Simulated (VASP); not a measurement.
**La: single point with PBE**

La:

```
La
1.0
     2.83684    0.00000    0.00000
    -1.41842    2.45678    0.00000
     0.00000    0.00000    2.65680
La
1
Direct
  0.00000 0.00000 0.00000
```

```yaml
Program: VASP 6.6.1
Task: single point
Functional: PBE
Potentials_or_basis: VASP PAW PBE potentials, release 64 (La)
Cutoff: 520 eV
k_mesh: 15 × 15 × 14
Occupations: fermi-dirac, width 0.05 eV
Spin: no spin polarisation
Dipole_correction: no
Further_INCAR_settings: ALGO = Normal; EDIFF = 1e-06; NBANDS = 12
```

```json
{
 "Pressure": "65.3 GPa"
}
```

Stress tensor (GPa, compression positive):
```
65.50  0.00  0.00
 0.00 65.50  0.00
 0.00  0.00 65.01
```

Levels at points of the mesh, in eV from the Fermi level:
| k point | band 3 | band 4 | band 5 | band 6 | band 7 | band 8 | band 9 | band 10 |
| --- | --- | --- | --- | --- | --- | --- | --- | --- |
| (0.00, 0.00, 0.00) | -12.86 | -12.86 | -2.62 | -0.20 | 0.92 | 2.01 | 2.01 | 3.74 |
| (0.00, 0.00, 0.50) | -11.72 | -11.72 | 0.78 | 1.53 | 2.53 | 2.92 | 2.92 | 3.92 |

Wall time 15 s on 1 thread of Intel(R) Xeon(R) 6975P-C (Granite Rapids), with other jobs on the host, peak memory 0.19 GiB.

Caveat: spin-orbit coupling is left out, which moves the levels of the heavy elements.
